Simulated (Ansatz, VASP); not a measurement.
W in VASP and in Ansatz

Contents of POSCAR:

```
W
1.0
    0.0000000000      1.9285000000      2.0300000000
    2.0300000000      0.0000000000      2.0300000000
    2.0300000000      1.9285000000      0.0000000000
W
1
Direct
    0.0000000000      0.0000000000      0.0000000000
```

The input INCAR.step1:

```
SYSTEM = W
ALGO = Normal ; EDIFF = 1E-4
ENCUT = 520 ; GGA = PE
ISMEAR = 0 ; LASPH = .TRUE.
LCHARG = .FALSE. ; LREAL = .FALSE.
LWAVE = .TRUE. ; NBANDS = 13
NELM = 60 ; PREC = Accurate
SIGMA = 0.15
```

Contents of INCAR.step2:

```
SYSTEM = W
ALGO = Normal ; EDIFF = 1E-6
ENCUT = 520 ; ISIF = 2
ISMEAR = 0 ; ISTART = 1
LASPH = .TRUE. ; LCHARG = .FALSE.
LMIXTAU = .TRUE. ; LREAL = .FALSE.
LWAVE = .FALSE. ; METAGGA = R2SCAN
NBANDS = 13 ; NELM = 60
PREC = Accurate ; SIGMA = 0.15
```

File KPOINTS:

```
k-points
0
G
  20 20 20
  0 0 0
```

Input for Ansatz:

```yaml
crystal:
  lattice:
    - [0.0, 1.9285, 2.03]
    - [2.03, 0.0, 2.03]
    - [2.03, 1.9285, 0.0]
  atoms:
    - { symbol: W, position: [0.0, 0.0, 0.0] }
basis:
  ecutwfc: 500
kpoints:
  mp_grid: { grid: [20, 20, 20] }
hamiltonian:
  xc: r2scan
scf:
  occupations: { method: gaussian, width: 0.15 }
output:
  forces: true
  stress: true
  eigenvalues: true
```

Change from the starting cell: strain -0.0500 x Voigt [0, 1, 0, 0, 0, 0], atoms carried along.

Alike in both runs: task single point; functional r2SCAN; k mesh 20 × 20 × 20; occupations gaussian, width 0.15 eV; no spin polarisation.

```csv
,VASP,Ansatz
version,VASP 6.6.1,Ansatz 0.2.0
potentials or method,"VASP PAW PBE potentials, release 64 (W_sv), cutoff 520 eV","scalar-relativistic, plane waves, PAW"
valence electrons in the cell,14,14
```

|  | VASP | Ansatz | Ansatz less VASP |
| --- | --- | --- | --- |
| gap on the k mesh at the Fermi level (eV) | none | none | - |
| pressure (GPa) | 7.4 | 6.1 | -1.25 |
| traceless stress, the component that is largest in VASP (GPa) | -13.77 | -13.70 | +0.064 |

VASP's potentials were made for PBE, not for r2SCAN. A gap of «none» marks a metal or a gap that the smearing closes.

Neither program's run includes spin-orbit coupling.
